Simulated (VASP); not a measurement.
A run of VASP 6.6.1 is set up as follows.

The input INCAR:

```
SYSTEM = BN
ALGO     = Normal         ! electronic algorithm
EDIFF    = 1E-6           ! SCF threshold, eV
ENCUT    = 520            ! plane-wave cutoff, eV
GGA      = PE             ! functional
ISIF     = 2              ! what is computed and relaxed
ISMEAR   = 0              ! smearing method
IVDW     = 12             ! dispersion correction
LASPH    = .True.         ! aspherical terms in the spheres
LCHARG   = .False.        ! write CHGCAR
LREAL    = .False.        ! projectors in reciprocal space
LWAVE    = .False.        ! write WAVECAR
NBANDS   = 11             ! bands
NELM     = 60             ! most SCF steps
PREC     = Accurate       ! precision mode
SIGMA    = 0.05           ! smearing width, eV
```

The input KPOINTS:

```
k-points
0
Gamma
  12 12 12
  0 0 0
```

POSCAR

```
BN
1.0
    0.0000000000      3.1892054910      2.1688319106
    1.2538424675      0.0000000000      2.1688319106
    1.2538424675      3.1892054910      0.0000000000
B N
1 1
Direct
    0.0001068737      0.0001068737      0.9998931263
    0.6665931163      0.6665931163      0.3334068837
```

Potentials or basis: VASP PAW PBE potentials, release 64 (B, N).

Run with:

```console
$ cat potpaw_PBE.64/B/POTCAR potpaw_PBE.64/N/POTCAR > POTCAR
$ mpirun -np 1 vasp_std > vasp.out
```

Estimate the pressure.

0.5 GPa.

Predict the dispersion energy per atom.

-0.148 eV.

Estimate the largest force.

0.008 eV/Å.

Stress tensor (GPa, compression positive):
```
 0.23  0.00  0.00
 0.00  1.59  0.00
 0.00  0.00 -0.25
```

Caveat: the cell differs from its parent crystal (strain -0.0450 x Voigt [0, 1, 0, 0, 0, 0]).
